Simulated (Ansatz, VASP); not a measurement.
Ga2O3: VASP beside Ansatz

Contents of POSCAR:

```
Ga2O3
1.0
    2.4923023535      1.5565489334      4.5184385660
   -2.4923023535      1.5565489334      4.5184385660
    0.0000000000     -2.7602453707      4.4051227155
Ga O
4 6
Direct
    0.3554023483      0.3554023483      0.3554023483
    0.1445976517      0.1445976517      0.1445976517
    0.6445976517      0.6445976517      0.6445976517
    0.8554023483      0.8554023483      0.8554023483
    0.5536262452      0.9463737548      0.2500000000
    0.2500000000      0.5536262452      0.9463737548
    0.9463737548      0.2500000000      0.5536262452
    0.4463737548      0.0536262452      0.7500000000
    0.7500000000      0.4463737548      0.0536262452
    0.0536262452      0.7500000000      0.4463737548
```

Contents of INCAR.step1:

```
SYSTEM = Ga2O3
  PREC = Accurate
  ENCUT = 520
  ISMEAR = 0
  SIGMA = 0.05
  LREAL = .FALSE.
  LASPH = .TRUE.
  NELM = 60
  NBANDS = 55
  GGA = PE
  ALGO = Normal
  EDIFF = 1E-4
  LWAVE = .TRUE.
  LCHARG = .FALSE.
```

Contents of INCAR.step2:

```
SYSTEM = Ga2O3
  PREC = Accurate
  ENCUT = 520
  EDIFF = 1E-6
  ISMEAR = 0
  SIGMA = 0.05
  LREAL = .FALSE.
  LASPH = .TRUE.
  NELM = 60
  ALGO = Normal
  ISIF = 2
  LWAVE = .FALSE.
  LCHARG = .TRUE.
  METAGGA = R2SCAN
  LMIXTAU = .TRUE.
  LELF = .TRUE.
  LVHAR = .TRUE.
  NBANDS = 55
  ISTART = 1
```

The input KPOINTS:

```
regular mesh
0
G
  6 6 6
  0 0 0
```

Input for Ansatz:

```yaml
crystal:
  lattice:
    - [2.4923023535, 1.5565489334, 4.518438566]
    - [-2.4923023535, 1.5565489334, 4.518438566]
    - [0.0, -2.7602453707, 4.4051227155]
  atoms:
    - { symbol: Ga, position: [0.3554023483, 0.3554023483, 0.3554023483] }
    - { symbol: Ga, position: [0.1445976517, 0.1445976517, 0.1445976517] }
    - { symbol: Ga, position: [0.6445976517, 0.6445976517, 0.6445976517] }
    - { symbol: Ga, position: [0.8554023483, 0.8554023483, 0.8554023483] }
    - { symbol: O, position: [0.5536262452, 0.9463737548, 0.25] }
    - { symbol: O, position: [0.25, 0.5536262452, 0.9463737548] }
    - { symbol: O, position: [0.9463737548, 0.25, 0.5536262452] }
    - { symbol: O, position: [0.4463737548, 0.0536262452, 0.75] }
    - { symbol: O, position: [0.75, 0.4463737548, 0.0536262452] }
    - { symbol: O, position: [0.0536262452, 0.75, 0.4463737548] }
basis:
  ecutwfc: 500
kpoints:
  mp_grid: { grid: [6, 6, 6] }
hamiltonian:
  xc: r2scan
scf:
  occupations: { method: gaussian, width: 0.05 }
output:
  forces: true
  stress: true
  eigenvalues: true
```

Change from the starting cell: strain +0.0525 x Voigt [0, 0, 0, 1, 0, 0], atoms carried along.

Alike in both runs: task single point; functional r2SCAN; k mesh 6 × 6 × 6; occupations gaussian, width 0.05 eV; no spin polarisation.

```csv
,VASP,Ansatz
version,VASP 6.6.1,Ansatz 0.2.0
potentials or method,"VASP PAW PBE potentials, release 64 (Ga_d, O), cutoff 520 eV","scalar-relativistic, plane waves, PAW"
valence electrons in the cell,88,88
```

```tsv
	VASP	Ansatz	Ansatz less VASP
gap on the k mesh at the Fermi level (eV)	3.50	3.51	+0.008
least direct gap on the mesh (eV)	3.78	3.79	+0.003
pressure (GPa)	2.6	0.6	-1.95
traceless stress, the component that is largest in VASP (GPa)	-5.79	-5.55	+0.241
rms of the force components (eV/Å)	0.176	0.166	-0.0098
```

VASP's potentials were made for PBE, not for r2SCAN. Atom by atom the forces differ by 0.025 eV/Å (rms over components).
